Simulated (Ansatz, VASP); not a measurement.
**H: VASP beside Ansatz**

```xyz
4
Lattice="3.9504 0.0000 0.0000 -1.9752 3.4211 0.0000 0.0000 0.0000 5.8027" Properties=species:S:1:pos:R:3 pbc="T T T"
H     0.0000    2.2807    1.0799
H     1.9752    1.1404    3.9812
H     1.9752    1.1404    4.7227
H     0.0000    2.2807    1.8214
```

Alike in both runs: functional r2SCAN; k mesh 9 × 9 × 4; occupations gaussian, width 0.02 eV; no spin polarisation.

Ansatz relaxed the structure, and its values are those at the end. VASP's run is a single point on that final structure, the one shown.

|  | VASP | Ansatz |
| --- | --- | --- |
| version | VASP 6.6.1 | Ansatz 0.2.0 |
| potentials or method | VASP PAW PBE potentials, release 64 (H), cutoff 520 eV | scalar-relativistic, plane waves, PAW |
| valence electrons in the cell | 4 | 4 |

```csv
,VASP,Ansatz,Ansatz less VASP
gap on the k mesh at the Fermi level (eV),10.24,10.23,-0.010
least direct gap on the mesh (eV),10.26,10.25,-0.010
pressure (GPa),-0.1,0.0,+0.12
```

VASP's potentials were made for PBE, not for r2SCAN. With one functional, cell and mesh, what is left measures potentials, basis and numerics.
